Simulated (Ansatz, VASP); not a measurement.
One calculation of Sb, two programs

```
Sb
1.0
     3.22320    0.00000    0.00000
     0.00000    3.22320    0.00000
     0.00000    0.00000    3.16000
Sb
1
Direct
  0.00000 0.00000 0.00000
```

Change from the starting cell: equal xx and yy strain of +2 %.

Alike in both runs: task single point; functional PBEsol; k mesh 13 × 13 × 13; occupations fermi-dirac, width 0.05 eV; no spin polarisation.

```csv
,VASP,Ansatz
version,VASP 6.6.1,Ansatz 0.2.0
potentials or method,"VASP PAW PBE potentials, release 64 (Sb), cutoff 520 eV","all-electron LAPW, scalar-relativistic"
```

```tsv
	VASP	Ansatz	Ansatz less VASP
pressure (GPa)	-6.3	-6.3	0.00
traceless stress, the component that is largest in VASP (GPa)	1.56	1.55	-0.009
```

VASP's potentials were made for PBE, not for PBEsol. Ansatz ran all-electron here, and VASP with PAW potentials.

Neither program's run includes spin-orbit coupling.
